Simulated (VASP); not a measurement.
# C15N (a cell with a defect) in VASP: single point with PBE

Aim: the single point of C15N (a cell with a defect) with PBE.

Everything below comes from runs of VASP 6.6.1. Logs are shortened: lines on timing, memory, paths and dates and some standing lists are left out, and cuts for length are marked.

## Step 1: The cell of the first run

The cell holds a defect, 16 atoms: a = 5.051 Å, b = 5.051 Å, c = 5.051 Å, α = 60.00°, β = 60.00°, γ = 60.00°.

## Step 2: Single point, PBE, collinear spin

Contents of INCAR:

```
SYSTEM = C15N
  PREC = Accurate
  ENCUT = 520
  EDIFF = 1E-7
  ISMEAR = 0
  SIGMA = 0.01
  LREAL = Auto
  LASPH = .True.
  NELM = 150
  ALGO = Normal
  ISIF = 2
  LWAVE = .False.
  LCHARG = .False.
  ISPIN = 2
  MAGMOM = 0.2 0 0 0 0 0 0 0 0.2 0.2 0.2 0 0.2 0 0 0
  LORBIT = 11
  GGA = PE
  NBANDS = 50
```

Contents of KPOINTS:

```
Automatic mesh
0
Gamma
  3 3 3
  0 0 0
```

Contents of POSCAR:

```
C15N
1.0
    0.0000000000      3.5714737334     -3.5714737334
    3.5714737334      3.5714737334      0.0000000000
    3.5714737334      0.0000000000     -3.5714737334
N C
1 15
Direct
    0.5078655162      0.5059926601      0.4753043848
    0.5015870841     -0.0039881262      0.5015487237
    0.9978803361      0.4997160060      0.5015488193
    0.9978786448     -0.0039885923      0.5015489131
    0.4981276222      0.4962529597      1.0029592244
    0.4981255763     -0.0021863546      1.0029608291
    0.9996871704      0.4962539829      1.0029586063
    0.9999005250     -0.0019701486      0.9991942305
    0.3766779141      0.3748011617      0.3709496268
    0.3766744634      0.8727278179      0.3709505414
    0.8745957252      0.3748025259      0.3709502502
    0.8744058388      0.8725391104      0.3756739864
    0.3571705545      0.3552934682      0.9273930422
    0.3741016976      0.8730192063      0.8750193403
    0.8748895257      0.3722340225      0.8750110335
    0.8748866017      0.8730183243      0.8750181876
```

Potentials or basis: VASP PAW PBE potentials, release 64 (N, C).

Run with:

```
> cat potpaw_PBE.64/N/POTCAR potpaw_PBE.64/C/POTCAR > POTCAR
> mpirun -np 1 vasp_std > vasp.out
```

OUTCAR:

```text
SYSTEM = C15N
   PREC = Accurate
   ENCUT = 520
   EDIFF = 1E-7
   ISMEAR = 0
   LREAL = Auto
   LASPH = .True.
   NELM = 150
   ISIF = 2
   ISPIN = 2
   LORBIT = 11
   GGA = PE

 ion  position               nearest neighbor table
   1  0.508  0.506  0.475-  11 1.51   9 1.51  10 1.51  13 1.86
   2  0.502  0.996  0.502-  12 1.54  14 1.54   9 1.56  10 1.56
   3  0.998  0.500  0.502-  12 1.54  15 1.54  11 1.56   9 1.56
   4  0.998  0.996  0.502-  12 1.54  16 1.54  11 1.56  10 1.56
   5  0.498  0.496  0.003-  13 1.49   9 1.52  15 1.55  14 1.55
   6  0.498  0.998  0.003-  13 1.49  10 1.52  14 1.55  16 1.55
[... 8 lines left out ...]
  15  0.875  0.372  0.875-   3 1.54   8 1.54   5 1.55   7 1.55
  16  0.875  0.873  0.875-   4 1.54   8 1.54   6 1.55   7 1.55

  LATTYP: Found a face centered cubic cell.
 ALAT       =     7.1429474668

  Lattice vectors:

 A1 = (   0.0000000000,   3.5714737334,  -3.5714737334)
 A2 = (   3.5714737334,   3.5714737334,   0.0000000000)
 A3 = (   3.5714737334,   0.0000000000,  -3.5714737334)

Analysis of symmetry for initial positions (statically):
=====================================================================
 Subroutine PRICEL returns:
 Original cell was already a primitive cell.

 Routine SETGRP: Setting up the symmetry group for a
 face centered cubic supercell.

 Subroutine GETGRP returns: Found  6 space group operations
 (whereof  1 operations were pure point group operations)
 out of a pool of 48 trial point group operations.

The static configuration has the point symmetry C_1 .
 The point group associated with its full space group is C_3v.

Analysis of symmetry for dynamics (positions and initial velocities):
=====================================================================
 Subroutine PRICEL returns:
 Original cell was already a primitive cell.

 Routine SETGRP: Setting up the symmetry group for a
 face centered cubic supercell.

 Subroutine GETGRP returns: Found  6 space group operations
 (whereof  1 operations were pure point group operations)
 out of a pool of 48 trial point group operations.

The dynamic configuration has the point symmetry C_1 .
 The point group associated with its full space group is C_3v.

Analysis of structural, dynamic, and magnetic symmetry:
=====================================================================
 Subroutine PRICEL returns:
 Original cell was already a primitive cell.

 Routine SETGRP: Setting up the symmetry group for a
 face centered cubic supercell.

 Subroutine GETGRP returns: Found  6 space group operations
 (whereof  1 operations were pure point group operations)
 out of a pool of 48 trial point group operations.

The overall configuration has the point symmetry C_1 .
 The point group associated with its full space group is C_3v.

 Subroutine INISYM returns: Found  6 space group operations
 (whereof  1 operations are pure point group operations),
 and found     1 'primitive' translations

----------------------------------------------------------------------------------------

                                     Primitive cell

  volume of cell :      91.1113

  direct lattice vectors                    reciprocal lattice vectors
     0.000000000  3.571473733 -3.571473733    -0.139998230  0.139998230 -0.139998230
     3.571473733  3.571473733  0.000000000     0.139998230  0.139998230  0.139998230
     3.571473733  0.000000000 -3.571473733     0.139998230 -0.139998230 -0.139998230

  length of vectors
     5.050826591  5.050826591  5.050826591     0.242484047  0.242484047  0.242484047

  position of ions in fractional coordinates (direct lattice)
     0.507865516  0.505992660  0.475304385
     0.501587084  0.996011874  0.501548724
     0.997880336  0.499716006  0.501548819
     0.997878645  0.996011408  0.501548913
     0.498127622  0.496252960  0.002959224
     0.498125576  0.997813645  0.002960829
[... 8 lines left out ...]
     0.874889526  0.372234023  0.875011034
     0.874886602  0.873018324  0.875018188

  ion indices of the primitive-cell ions
   primitive index   ion index
                 1           1
                 2           2
                 3           3
                 4           4
                 5           5
                 6           6
[... 8 lines left out ...]
                15          15
                16          16

----------------------------------------------------------------------------------------
[... 41 lines left out ...]
 SYSTEM =  C15N
   PREC   = accura    normal or accurate (medium, high low for compatibility)
   ISTART =      0    job   : 0-new  1-cont  2-samecut
   ICHARG =      2    charge: 1-file 2-atom 10-const
   ISPIN  =      2    spin polarized calculation?
   LNONCOLLINEAR =      F non collinear calculations
   LSORBIT =      F    spin-orbit coupling
   LASPH  =      T    aspherical Exc in radial PAW
   ENCUT  =  520.0 eV  38.22 Ry    6.18 a.u.   9.39  9.39  9.39*2*pi/ulx,y,z
   NELM   =    150;   NELMIN=  2; NELMDL= -5     # of ELM steps
   EDIFF  = 0.1E-06   stopping-criterion for ELM
   LREAL  =      T    real-space projection
   EDIFFG = 0.1E-05   stopping-criterion for IOM
   NSW    =      0    number of steps for IOM
   IBRION =     -1    ionic relax: 0-MD 1-quasi-New 2-CG
   NFREE  =      0    steps in history (QN), initial steepest desc. (CG)
   ISIF   =      2    stress and relaxation
   ISYM   =      2    0-nonsym 1-usesym 2-fastsym
   POTIM  = 0.5000    time-step for ionic-motion
   TEBEG  =    0.0;   TEEND  =   0.0 temperature during run
   PSTRESS=    0.0 pullay stress
   NELECT =      65.0000    total number of electrons
   NUPDOWN=      -1.0000    fix difference up-down
   EMIN   =  10.00;   EMAX   =-10.00  energy-range for DOS
   EFERMI =   0.00;   METHOD = LEGACY
   ISMEAR =     0;   SIGMA  =   0.01  broadening in eV -4-tet -1-fermi 0-gaus
   EFERMI_NEDOS =   21; number of points for ismear=-14 and -15
   IALGO  =     38    algorithm
   IMIX   =      4    mixing-type and parameters
     AMIX     =   0.40;   BMIX     =  1.00
     AMIX_MAG =   1.60;   BMIX_MAG =  1.00
  volume/ion in A,a.u.               =       5.69        38.43
  Fermi-wavevector in a.u.,A,eV,Ry     =   1.462812  2.764314 29.114001  2.139819
  Thomas-Fermi vector in A             =   2.578981
   LORBIT       =     11    0 simple, 1 ext, 2 COOP (PROOUT), +10 PAW based schemes
   GGA     = PE    functional components
   LHFCALC =     F    Hartree Fock is set to
   AEXX    =    0.0000 exact exchange contribution
   IVDW    =     0    specifies the selected vdW correction
   LEPSILON=     F    determine dielectric tensor
   LRPA    =     F    only Hartree local field effects (RPA)
 spin polarized calculation
 Gauss-broadening in eV      SIGMA  =   0.01
  energy-cutoff  :      520.00
  volume of cell :       91.11
 maximum number of plane-waves:      2473
 NGX is ok and might be reduce to    40
   NGX = 19   NGY = 19   NGZ = 19

 number of electron      64.9999998 magnetization      -0.0072865

 number of electron      64.9999998 magnetization       0.0370275

 Free energy of the ion-electron system (eV)
  ---------------------------------------------------
  ext. energy  EPLUGINS =         0.00000000
  ---------------------------------------------------
  free energy    TOTEN  =      -140.76984248 eV

  energy without entropy =     -140.76963351  energy(sigma->0) =     -140.76973800

 E-fermi :  12.9315     XC(G=0): -13.2544

 val. band max:       12.7725595693   @ k =   0.3333   0.3333   0.0000
 cond. band min:      12.9315131522   @ k =   0.0000   0.0000   0.3333
 fundamental gap:      0.1589535829
 Fermi energy:        12.9315130865

 spin component 1

 k-point     1 :       0.0000    0.0000    0.0000
  band No.  band energies     occupation
      1     -12.3035      1.00000
      2      -8.1357      1.00000
      3      -6.2468      1.00000
      4      -6.2468      1.00000
      5      -6.0408      1.00000
      6      -4.7621      1.00000
[... 271 lines left out ...]
     43      18.8830      0.00000
     44      19.2377      0.00000
 Fermi energy:        12.9315130865

 spin component 2

 k-point     1 :       0.0000    0.0000    0.0000
  band No.  band energies     occupation
      1     -12.2971      1.00000
      2      -8.1242      1.00000
      3      -6.2449      1.00000
      4      -6.2448      1.00000
      5      -6.0360      1.00000
      6      -4.7536      1.00000
[... 271 lines left out ...]
     43      18.8870      0.00000
     44      19.2412      0.00000
 [bands above 44 left out]

------------------------ aborting loop because EDIFF is reached ----------------------------------------

  FORCE on cell =-STRESS in cart. coord.  units (eV):
  Direction    XX          YY          ZZ          XY          YZ          ZX
  --------------------------------------------------------------------------------------
  -------------------------------------------------------------------------------------
  Total        3.5615119      3.5615119      3.5615119     -4.7158773      4.7158773     -4.7158773
  in kB       62.6285863     62.6285863     62.6285863    -82.9279059     82.9279059    -82.9279059
  external PRESSURE =      62.6285863 kB  Pullay stress =       0.0000000 kB

 VOLUME and BASIS-vectors are now :
 -----------------------------------------------------------------------------
  energy-cutoff  :      520.00
  volume of cell :       91.11
      direct lattice vectors                 reciprocal lattice vectors
     0.000000000  3.571473733 -3.571473733    -0.139998230  0.139998230 -0.139998230
     3.571473733  3.571473733  0.000000000     0.139998230  0.139998230  0.139998230
     3.571473733  0.000000000 -3.571473733     0.139998230 -0.139998230 -0.139998230

 POSITION                                       TOTAL-FORCE (eV/Angst)
 -----------------------------------------------------------------------------------
      3.50468      3.62097     -3.51137         0.015596     -0.015596     -0.015596
      5.34850      5.34864     -3.58267         0.000854     -0.000854      0.010317
      3.57599      5.34863     -5.35517        -0.010317     -0.000854     -0.000854
      5.34850      7.12113     -5.35517         0.000854      0.010317     -0.000854
      1.78292      3.55140     -1.78962        -0.003511      0.023790      0.003511
      3.57424      5.34271     -1.78962        -0.023790      0.003511      0.003511
[... 8 lines left out ...]
      4.45450      4.45407     -6.24972         0.003039     -0.000296     -0.000296
      6.24307      6.24260     -6.24974         0.000296     -0.003039     -0.000296
 -----------------------------------------------------------------------------------
    total drift:                               -0.009768      0.012875     -0.014241

  FREE ENERGIE OF THE ION-ELECTRON SYSTEM (eV)
  ---------------------------------------------------
  free  energy   TOTEN  =      -140.7698424811 eV

  energy  without entropy=     -140.7696335128  energy(sigma->0) =     -140.76973800

 total charge

# of ion       s       p       d       tot
------------------------------------------
    1        1.249   2.584   0.000   3.833
    2        0.829   1.734   0.000   2.562
    3        0.829   1.734   0.000   2.562
    4        0.829   1.734   0.000   2.562
    5        0.833   1.770   0.000   2.603
    6        0.833   1.770   0.000   2.603
[... 8 lines left out ...]
   15        0.829   1.737   0.000   2.567
   16        0.829   1.737   0.000   2.567
--------------------------------------------------
tot         13.726  28.610   0.000  42.336

 magnetization (x)

# of ion       s       p       d       tot
------------------------------------------
    1        0.002   0.007   0.000   0.009
    2       -0.000  -0.000   0.000  -0.000
    3       -0.000  -0.000   0.000  -0.000
    4       -0.000  -0.000   0.000  -0.000
    5        0.000  -0.000   0.000  -0.000
    6        0.000  -0.000   0.000  -0.000
[... 8 lines left out ...]
   15        0.000   0.000   0.000   0.000
   16        0.000   0.000   0.000   0.000
--------------------------------------------------
tot          0.006   0.014   0.000   0.020
```

It took 92 s on 1 thread of Intel Xeon Platinum 8488C (Sapphire Rapids), shared host; peak memory 0.28 GiB.

Results:

* Free energy: -140.7698 eV
* Pressure: 6.3 GPa
* Largest force: 0.037 eV/Å
* Net moment: 0.04 μB per cell
* Valence electrons inside the program's atomic spheres: N 3.83; C 2.56, 2.60, 2.58, 2.52, 2.59, 2.57 (each value once)

Forces on the atoms (eV/Å):
```
N    0.016 -0.016 -0.016
C    0.001 -0.001  0.010
C   -0.010 -0.001 -0.001
C    0.001  0.010 -0.001
C   -0.004  0.024  0.004
C   -0.024  0.004  0.004
C   -0.004  0.004  0.024
C    0.003 -0.003 -0.003
C    0.010 -0.022 -0.010
C    0.022 -0.010 -0.010
C    0.010 -0.010 -0.022
C   -0.003  0.003  0.003
C   -0.022  0.022  0.022
C    0.000  0.000 -0.003
C    0.003  0.000  0.000
C    0.000 -0.003  0.000
```

Stress tensor (GPa, compression positive):
```
 6.26 -8.29 -8.29
-8.29  6.26  8.29
-8.29  8.29  6.26
```

Caveat: the k points lie up to 0.51 Å⁻¹ apart.
